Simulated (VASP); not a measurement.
Wanted: the native input for a VASP 6.6.1 run.

* Task: relaxation of cell and atoms
* Functional: PBE
* Potentials or basis: VASP PAW PBE potentials, release 64 (Ti_sv, Ta_pv)
* Cutoff: 600 eV
* k mesh: 6 × 6 × 6
* Occupations: gaussian, width 0.2 eV
* Spin: no spin polarisation
* Dipole correction: no
* Further INCAR settings: ALGO = Fast; EDIFF = 1e-06; IBRION = 2; EDIFFG = -0.08; NSW = 36; ISIF = 3

The structure of TaTi4 lies in POSCAR:

```
TaTi4
1.0
    0.0000000000      2.3050000000     11.5250000000
    1.6300000000      0.0000000000     11.5250000000
    1.6300000000      2.3050000000      0.0000000000
Ti Ta
4 1
Direct
    0.2000000000      0.2000000000      0.8000000000
    0.6000000000      0.6000000000      0.4000000000
    0.4000000000      0.4000000000      0.6000000000
    0.8000000000      0.8000000000      0.2000000000
    0.0000000000      0.0000000000      0.0000000000
```

These files were run (other wordings do the same):

INCAR

```
  ALGO = Fast
  EDIFF = 1E-6
  EDIFFG = -0.08
  ENCUT = 600
  GGA = PE
  IBRION = 2
  ISIF = 3
  ISMEAR = 0
  LASPH = True
  LCHARG = False
  LREAL = False
  LWAVE = False
  NELM = 60
  NSW = 36
  PREC = Accurate
  SIGMA = 0.2
```

KPOINTS

```
k-points
0
Gamma
  6 6 6
```

Potentials or basis: VASP PAW PBE potentials, release 64 (Ti_sv, Ta_pv).

Launch:

```bash
$ cat potpaw_PBE.64/Ti_sv/POTCAR potpaw_PBE.64/Ta_pv/POTCAR > POTCAR
$ mpirun -np 1 vasp_std > vasp.out
```

It gave:

```yaml
Relaxed_volume: 17.51 Å³/atom
Relaxed_cell: a = 11.776 Å, b = 11.663 Å, c = 2.834 Å, α = 85.34°, β = 80.78°, γ = 13.88°
Space_group_after_relaxing_to_0.1_Å: Fmmm (No. 69)
Energy_gained_by_relaxing: 1.0 meV/atom
Ionic_steps: 4
Pressure_after_relaxing: -0.1 GPa
Largest_force_after_relaxing: 0.073 eV/Å
Band_gap_on_the_k_mesh: zero (an odd number of electrons rules out a gap without spin polarisation)
```

Caveat: the k points lie up to 0.39 Å⁻¹ apart in the final cell, too coarse for converged energies and pressures of a metal; spin-orbit coupling is left out, which moves the levels of the heavy elements; the relaxation stopped at a loose force limit of 0.08 eV/Å, so its end isn't a converged minimum.

It took 66 min on 1 thread of AMD EPYC 9R45 96-Core Processor (Zen 5), with other jobs on the host, peak memory 0.56 GiB.
